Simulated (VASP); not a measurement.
# Ta2N (P3m1) in VASP: a series of runs

Ta2N is run at these levels: PBEsol; tasks: single point.

Program: VASP 6.6.1. These are calculated values, not measurements. Logs are shortened: lines on timing, memory, paths and dates and some standing lists are left out, and cuts for length are marked.

**1. The cell of the first run**

The structure is trigonal, space group P3m1 (No. 156). The conventional cell has a = 3.079 Å, b = 3.079 Å, c = 4.823 Å, α = 90.00°, β = 90.00°, γ = 120.00°. Within 3.1 Å of Ta (site symmetry 3m) lie 3 N at 2.18 Å and 12 Ta at 2.97 to 3.08 Å. Ta (site symmetry 3m) has 3 N at 2.14 Å within 2.8 Å. Within 2.8 Å of N (site symmetry 3m) lie 6 Ta at 2.14 to 2.18 Å.

**2. Single point, PBEsol (atoms displaced along a vibrational mode)**

File INCAR:

```
SYSTEM = Ta2N
ALGO     = Normal         ! electronic algorithm
EDIFF    = 1E-6           ! SCF threshold, eV
ENCUT    = 520            ! plane-wave cutoff, eV
GGA      = PS             ! functional
ISIF     = 2              ! what is computed and relaxed
ISMEAR   = 0              ! smearing method
LASPH    = .TRUE.         ! aspherical terms in the spheres
LCHARG   = .FALSE.        ! write CHGCAR
LREAL    = .FALSE.        ! projectors in reciprocal space
LWAVE    = .FALSE.        ! write WAVECAR
NBANDS   = 20             ! bands
NELM     = 100            ! most SCF steps
PREC     = Accurate       ! precision mode
SIGMA    = 0.15           ! smearing width, eV
```

File KPOINTS:

```
k-points
0
G
  18 18 10
  0 0 0
```

File POSCAR:

```
Ta2N
1.0
    3.0786153869      0.0000000000      0.0000000000
   -1.5393076935      2.6661591336      0.0000000000
    0.0000000000      0.0000000000      4.8232571780
Ta N
2 1
Direct
    0.6666666667      0.3333333333      0.7460147113
    0.3333333333      0.6666666667      0.2535038151
    0.0000000000      0.0000000000      0.0062198632
```

Potentials or basis: VASP PAW PBE potentials, release 64 (Ta_pv, N).

Launch:

```sh
$ cat potpaw_PBE.64/Ta_pv/POTCAR potpaw_PBE.64/N/POTCAR > POTCAR
$ mpirun -np 1 vasp_std > vasp.out
```

OUTCAR:

```text
SYSTEM = Ta2N
   EDIFF = 1E-6
   ENCUT = 520
   GGA = PS
   ISIF = 2
   ISMEAR = 0
   LASPH = .TRUE.
   LREAL = .FALSE.
   NELM = 100
   PREC = Accurate

 ion  position               nearest neighbor table
   1  0.667  0.333  0.746-   3 2.18   3 2.18   3 2.18   2 2.97   2 2.97   2 2.97   2 3.03   2 3.03
                             2 3.03
   2  0.333  0.667  0.254-   3 2.14   3 2.14   3 2.14   1 2.97   1 2.97   1 2.97   1 3.03   1 3.03
                             1 3.03
   3  0.000  0.000  0.006-   2 2.14   2 2.14   2 2.14   1 2.18   1 2.18   1 2.18

  LATTYP: Found a hexagonal cell.
 ALAT       =     3.0786153869
 C/A-ratio  =     1.5666968984

  Lattice vectors:

 A1 = (   3.0786153869,   0.0000000000,   0.0000000000)
 A2 = (  -1.5393076935,   2.6661591336,   0.0000000000)
 A3 = (   0.0000000000,   0.0000000000,   4.8232571780)

Analysis of symmetry for initial positions (statically):
=====================================================================
 Subroutine PRICEL returns:
 Original cell was already a primitive cell.

 Routine SETGRP: Setting up the symmetry group for a
 hexagonal supercell.

 Subroutine GETGRP returns: Found  6 space group operations
 (whereof  6 operations were pure point group operations)
 out of a pool of 24 trial point group operations.

The static configuration has the point symmetry C_3v.

Analysis of symmetry for dynamics (positions and initial velocities):
=====================================================================
 Subroutine PRICEL returns:
 Original cell was already a primitive cell.

 Routine SETGRP: Setting up the symmetry group for a
 hexagonal supercell.

 Subroutine GETGRP returns: Found  6 space group operations
 (whereof  6 operations were pure point group operations)
 out of a pool of 24 trial point group operations.

The dynamic configuration has the point symmetry C_3v.

 Subroutine INISYM returns: Found  6 space group operations
 (whereof  6 operations are pure point group operations),
 and found     1 'primitive' translations

----------------------------------------------------------------------------------------

                                     Primitive cell

  volume of cell :      39.5897

  direct lattice vectors                    reciprocal lattice vectors
     3.078615387  0.000000000  0.000000000     0.324821348  0.187535693  0.000000000
    -1.539307694  2.666159134  0.000000000     0.000000000  0.375071385  0.000000000
     0.000000000  0.000000000  4.823257178     0.000000000  0.000000000  0.207328775

  length of vectors
     3.078615387  3.078615387  4.823257178     0.375071385  0.375071385  0.207328775

  position of ions in fractional coordinates (direct lattice)
     0.666666667  0.333333333  0.746014711
     0.333333333  0.666666667  0.253503815
     0.000000000  0.000000000  0.006219863

  ion indices of the primitive-cell ions
   primitive index   ion index
                 1           1
                 2           2
                 3           3

----------------------------------------------------------------------------------------

 KPOINTS: k-points

Automatic generation of k-mesh.
 Grid dimensions read from file:
 generate k-points for:   18   18   10

 Generating k-lattice:

  Cartesian coordinates                     Fractional coordinates (reciprocal lattice)
     0.018045630  0.010418650  0.000000000     0.055555556  0.000000000  0.000000000
     0.000000000  0.020837299  0.000000000     0.000000000  0.055555556  0.000000000
     0.000000000  0.000000000  0.020732877     0.000000000  0.000000000  0.100000000

  Length of vectors
     0.020837299  0.020837299  0.020732877

  Shift w.r.t. Gamma in fractional coordinates (k-lattice)
     0.000000000  0.000000000  0.000000000

 Subroutine IBZKPT returns following result:
 ===========================================

 Found    330 irreducible k-points:

 Following reciprocal coordinates:
            Coordinates               Weight
  0.000000  0.000000  0.000000      1.000000
  0.055556  0.000000  0.000000      6.000000
  0.111111  0.000000  0.000000      6.000000
  0.166667  0.000000  0.000000      6.000000
  0.222222  0.000000  0.000000      6.000000
  0.277778  0.000000  0.000000      6.000000
[... 16 lines left out ...]
  0.333333  0.111111  0.000000     12.000000
  0.388889  0.111111  0.000000     12.000000
 [... further k-points ...]
   k-points           NKPTS =    330   k-points in BZ     NKDIM =    330   number of bands    NBANDS=     20
   number of dos      NEDOS =    301   number of ions     NIONS =      3
   total plane-waves  NPLWV =  20736
   dimension x,y,z NGX =    24 NGY =   24 NGZ =   36
   dimension x,y,z NGXF=    48 NGYF=   48 NGZF=   72
   ions per type =               2   1
   NGX,Y,Z   is equivalent  to a cutoff of  12.96, 12.96, 12.41 a.u.
   NGXF,Y,Z  is equivalent  to a cutoff of  25.92, 25.92, 24.82 a.u.
 SYSTEM =  Ta2N
   PREC   = accura    normal or accurate (medium, high low for compatibility)
   ISTART =      0    job   : 0-new  1-cont  2-samecut
   ICHARG =      2    charge: 1-file 2-atom 10-const
   ISPIN  =      1    spin polarized calculation?
   LNONCOLLINEAR =      F non collinear calculations
   LSORBIT =      F    spin-orbit coupling
   LASPH  =      T    aspherical Exc in radial PAW
   ENCUT  =  520.0 eV  38.22 Ry    6.18 a.u.   5.72  5.72  8.97*2*pi/ulx,y,z
   NELM   =    100;   NELMIN=  2; NELMDL= -5     # of ELM steps
   EDIFF  = 0.1E-05   stopping-criterion for ELM
   LREAL  =      F    real-space projection
   EDIFFG = 0.1E-04   stopping-criterion for IOM
   NSW    =      0    number of steps for IOM
   IBRION =     -1    ionic relax: 0-MD 1-quasi-New 2-CG
   NFREE  =      0    steps in history (QN), initial steepest desc. (CG)
   ISIF   =      2    stress and relaxation
   ISYM   =      2    0-nonsym 1-usesym 2-fastsym
   POTIM  = 0.5000    time-step for ionic-motion
   TEBEG  =    0.0;   TEEND  =   0.0 temperature during run
   PSTRESS=    0.0 pullay stress
   NELECT =      27.0000    total number of electrons
   NUPDOWN=      -1.0000    fix difference up-down
   EMIN   =  10.00;   EMAX   =-10.00  energy-range for DOS
   EFERMI =   0.00;   METHOD = LEGACY
   ISMEAR =     0;   SIGMA  =   0.15  broadening in eV -4-tet -1-fermi 0-gaus
   EFERMI_NEDOS =   21; number of points for ismear=-14 and -15
   IALGO  =     38    algorithm
   IMIX   =      4    mixing-type and parameters
     AMIX     =   0.40;   BMIX     =  1.00
     AMIX_MAG =   1.60;   BMIX_MAG =  1.00
  volume/ion in A,a.u.               =      13.20        89.05
  Fermi-wavevector in a.u.,A,eV,Ry     =   1.441016  2.723125 28.252863  2.076527
  Thomas-Fermi vector in A             =   2.559695
   LORBIT       =      0    0 simple, 1 ext, 2 COOP (PROOUT), +10 PAW based schemes
   GGA     = PS    functional components
   LHFCALC =     F    Hartree Fock is set to
   AEXX    =    0.0000 exact exchange contribution
   IVDW    =     0    specifies the selected vdW correction
   LEPSILON=     F    determine dielectric tensor
   LRPA    =     F    only Hartree local field effects (RPA)
 non-spin polarized calculation
 Gauss-broadening in eV      SIGMA  =   0.15
  energy-cutoff  :      520.00
  volume of cell :       39.59
 maximum number of plane-waves:      1086
 NGX is ok and might be reduce to    24
   NGX = 11   NGY = 11   NGZ = 17

 number of electron      27.0000004 magnetization

 Free energy of the ion-electron system (eV)
  ---------------------------------------------------
  ext. energy  EPLUGINS =         0.00000000
  ---------------------------------------------------
  free energy    TOTEN  =       -36.49160545 eV

  energy without entropy =      -36.47805825  energy(sigma->0) =      -36.48483185

 E-fermi :   7.5795     XC(G=0): -13.1416

 val. band max:        7.5731142523   @ k =   0.1667   0.1667   0.1000
 cond. band min:       7.5846350921   @ k =   0.5000   0.0000   0.4000
 fundamental gap:      0.0115208398
 Fermi energy:         7.5795245980

 k-point     1 :       0.0000    0.0000    0.0000
  band No.  band energies     occupation
      1     -28.0450      2.00000
      2     -27.2303      2.00000
      3     -27.2303      2.00000
      4     -27.0924      2.00000
      5     -27.0924      2.00000
      6     -26.9692      2.00000
[... 12 lines left out ...]
     19       8.8362      0.00000
     20      12.7221      0.00000

 k-point     2 :       0.0556    0.0000    0.0000
  band No.  band energies     occupation
      1     -28.0347      2.00000
      2     -27.2513      2.00000
      3     -27.2380      2.00000
      4     -27.1136      2.00000
      5     -27.0939      2.00000
      6     -26.9731      2.00000
[... 12 lines left out ...]
     19       9.0874      0.00000
     20      12.7621      0.00000

 k-point     3 :       0.1111    0.0000    0.0000
  band No.  band energies     occupation
      1     -28.0045      2.00000
      2     -27.3121      2.00000
      3     -27.2596      2.00000
      4     -27.1735      2.00000
      5     -27.0989      2.00000
      6     -26.9850      2.00000
[... 12 lines left out ...]
     19       9.7707      0.00000
     20      12.7435      0.00000

 k-point     4 :       0.1667    0.0000    0.0000
  band No.  band energies     occupation
      1     -27.9564      2.00000
      2     -27.4055      2.00000
      3     -27.2910      2.00000
      4     -27.2620      2.00000
      5     -27.1080      2.00000
      6     -27.0055      2.00000
[... 12 lines left out ...]
     19      10.7315      0.00000
     20      12.5617      0.00000

 k-point     5 :       0.2222    0.0000    0.0000
  band No.  band energies     occupation
      1     -27.8940      2.00000
      2     -27.5199      2.00000
      3     -27.3657      2.00000
      4     -27.3277      2.00000
      5     -27.1207      2.00000
      6     -27.0349      2.00000
[... 12 lines left out ...]
     19      11.6484      0.00000
     20      12.3609      0.00000

 k-point     6 :       0.2778    0.0000    0.0000
  band No.  band energies     occupation
      1     -27.8241      2.00000
      2     -27.6384      2.00000
      3     -27.4711      2.00000
      4     -27.3652      2.00000
      5     -27.1356      2.00000
      6     -27.0728      2.00000
[... 12 lines left out ...]
     19      11.9974      0.00000
     20      12.7449      0.00000

 k-point     7 :       0.3333    0.0000    0.0000
  band No.  band energies     occupation
      1     -27.7910      2.00000
      2     -27.7076      2.00000
      3     -27.5663      2.00000
      4     -27.3992      2.00000
      5     -27.1505      2.00000
      6     -27.1179      2.00000
[... 12 lines left out ...]
     19      11.9719      0.00000
     20      13.2244      0.00000
[... 277 lines left out ...]
 k-point    20 :       0.1667    0.1111    0.0000
  band No.  band energies     occupation
      1     -27.8684      2.00000
      2     -27.5221      2.00000
      3     -27.4705      2.00000
      4     -27.2894      2.00000
      5     -27.1566      2.00000
      6     -27.0473      2.00000
[... 12 lines left out ...]
     19      11.9533      0.00000
     20      12.3488      0.00000

 k-point    21 :       0.2222    0.1111    0.0000
  band No.  band energies     occupation
      1     -27.8016      2.00000
      2     -27.6334      2.00000
      3     -27.5382      2.00000
      4     -27.3463      2.00000
      5     -27.1789      2.00000
      6     -27.0853      2.00000
[... 12 lines left out ...]
     19      12.2056      0.00000
     20      12.7889      0.00000

 k-point    22 :       0.2778    0.1111    0.0000
  band No.  band energies     occupation
      1     -27.7782      2.00000
      2     -27.6892      2.00000
      3     -27.5964      2.00000
      4     -27.4025      2.00000
      5     -27.1988      2.00000
      6     -27.1307      2.00000
[... 12 lines left out ...]
     19      12.3170      0.00000
     20      13.0539      0.00000

 k-point    23 :       0.3333    0.1111    0.0000
  band No.  band energies     occupation
      1     -27.8479      2.00000
      2     -27.6558      2.00000
      3     -27.6190      2.00000
      4     -27.4486      2.00000
      5     -27.2149      2.00000
      6     -27.1797      2.00000
[... 12 lines left out ...]
     19      12.4191      0.00000
     20      12.7902      0.00000

 k-point    24 :       0.3889    0.1111    0.0000
  band No.  band energies     occupation
      1     -27.9013      2.00000
      2     -27.6796      2.00000
      3     -27.5674      2.00000
      4     -27.4786      2.00000
      5     -27.2276      2.00000
      6     -27.2214      2.00000
[... 12 lines left out ...]
     19      12.4320      0.00000
     20      12.5889      0.00000

 [... further k-points ...]
[... 5 lines left out ...]
  --------------------------------------------------------------------------------------
  -------------------------------------------------------------------------------------
  Total        0.1779951      0.1779951      0.1479095     -0.0000000      0.0000000      0.0000000
  in kB        7.2033851      7.2033851      5.9858351     -0.0000000      0.0000000      0.0000000
  external PRESSURE =       6.7975351 kB  Pullay stress =       0.0000000 kB

 VOLUME and BASIS-vectors are now :
 -----------------------------------------------------------------------------
  energy-cutoff  :      520.00
  volume of cell :       39.59
      direct lattice vectors                 reciprocal lattice vectors
     3.078615387  0.000000000  0.000000000     0.324821348  0.187535693  0.000000000
    -1.539307694  2.666159134  0.000000000     0.000000000  0.375071385  0.000000000
     0.000000000  0.000000000  4.823257178     0.000000000  0.000000000  0.207328775

 POSITION                                       TOTAL-FORCE (eV/Angst)
 -----------------------------------------------------------------------------------
      1.53931      0.88872      3.59822         0.000000      0.000000      0.192741
     -0.00000      1.77744      1.22271         0.000000      0.000000      0.316399
      0.00000      0.00000      0.03000        -0.000000      0.000000     -0.509140
 -----------------------------------------------------------------------------------
    total drift:                                0.000000      0.000000     -0.000043

  FREE ENERGIE OF THE ION-ELECTRON SYSTEM (eV)
  ---------------------------------------------------
  free  energy   TOTEN  =       -36.4916054495 eV

  energy  without entropy=      -36.4780582510  energy(sigma->0) =      -36.48483185
```

Run time: 5.4 min. Hardware: 1 thread of Intel Xeon 8259CL, shared host; peak memory 0.35 GiB.

Results:

* Free energy: -36.4916 eV
* Pressure: 0.7 GPa
* Largest force: 0.509 eV/Å
* Band gap on the k mesh: zero (an odd number of electrons rules out a gap without spin polarisation)

Forces in eV/Å, atoms in the order of the input:
```
Ta   0.000  0.000  0.193
Ta   0.000  0.000  0.316
N    0.000  0.000 -0.509
```

Stress tensor (GPa, compression positive):
```
0.72 0.00 0.00
0.00 0.72 0.00
0.00 0.00 0.60
```

Caveat: the cell differs from its parent crystal (atoms displaced along a vibrational mode); the PAW data sets were made with another functional, which shifts forces and pressure a little; spin-orbit coupling is left out, which moves the levels of the heavy elements.

(Part 1 of 2 ends here.)
